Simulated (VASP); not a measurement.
HfH3, 8 atoms in the cell. Symmetry: P6_3/mmc, No. 194, hexagonal system. The conventional cell has a = 4.725 Å, b = 4.725 Å, c = 3.213 Å, α = 90.00°, β = 90.00°, γ = 120.00°. Hf (site symmetry -6m2) has 12 H at 2.03 to 2.37 Å within 2.7 Å. H (site symmetry mm2) has 4 Hf at 2.03 to 2.37 Å and 8 H at 2.15 to 2.57 Å within 2.7 Å. 

```yaml
Program: VASP 6.6.1
Task: single point
Functional: r2SCAN
Potentials_or_basis: VASP PAW PBE potentials, release 64 (Hf_pv, H)
Cutoff: 520 eV
k_mesh: 9 × 9 × 12
Occupations: gaussian, width 0.1 eV
Spin: no spin polarisation
Dipole_correction: no
Further_INCAR_settings: ALGO = Normal; EDIFF = 1e-06; NBANDS = 23
```

Potentials or basis: VASP PAW PBE potentials, release 64 (Hf_pv, H).

Run with:

```sh
$ cat potpaw_PBE.64/Hf_pv/POTCAR potpaw_PBE.64/H/POTCAR > POTCAR
$ cp INCAR.step1 INCAR
$ mpirun -np 1 vasp_std > vasp.out
$ cp INCAR.step2 INCAR
$ mpirun -np 1 vasp_std > vasp.out
```

Hardware: 1 thread of Intel(R) Xeon(R) Platinum 8259CL CPU @ 2.50GHz (Skylake/Cascade Lake) (shared host).

Q: How long does it take, and how much memory?

A: It took 3.7 min on 1 thread of Intel(R) Xeon(R) Platinum 8259CL CPU @ 2.50GHz (Skylake/Cascade Lake), on a shared host, peak memory 0.24 GiB. Counts: k points 84.
